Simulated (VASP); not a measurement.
Here is a VASP 6.6.1 calculation.

File INCAR:

```
ALGO = Normal
EDIFF = 1E-7
EDIFFG = -0.01
ENCUT = 500
GGA = PE
GGA_COMPAT = False
IBRION = 2
ISIF = 3
ISMEAR = 0
ISPIN = 2
LASPH = True
LCHARG = False
LMAXMIX = 4
LORBIT = 11
LREAL = False
LWAVE = False
MAGMOM = 0.05 0.05
NELM = 200
NELMIN = 4
NSW = 50
PREC = Accurate
SIGMA = 0.05
```

The input KPOINTS:

```
k-points
0
Gamma
  20 20 10
```

The input POSCAR:

```
Mn
1.0
    2.4805466426      0.0000000000      0.0000000000
   -1.2402733213      2.1482164078      0.0000000000
    0.0000000000      0.0000000000      4.0172340134
Mn
2
Direct
    0.3333333333      0.6666666667      0.7500000000
    0.6666666667      0.3333333333      0.2500000000
```

Potentials or basis: VASP PAW PBE potentials, release 64 (Mn_pv).

Launch:

```bash
$ cat potpaw_PBE.64/Mn_pv/POTCAR > POTCAR
$ mpirun -np 1 vasp_std > vasp.out
```

**Question.** Predict the relaxed cell.

**Answer.** a = 2.481 Å, b = 2.481 Å, c = 4.010 Å, α = 90.00°, β = 90.00°, γ = 120.00°.

**Question.** What does it give for the band gap on the k mesh?

**Answer.** Zero (filled and empty bands overlap).

**Question.** Estimate the relaxed volume.

**Answer.** 10.69 Å³/atom.

**Question.** Predict the net moment.

**Answer.** 0.00 μB per cell.

Final structure:
```xyz
2
Lattice="2.4815 0.0000 0.0000 -1.2407 2.1490 0.0000 0.0000 0.0000 4.0103" Properties=species:S:1:pos:R:3 pbc="T T T"
Mn    0.0000    1.4327    3.0077
Mn    1.2407    0.7163    1.0026
```
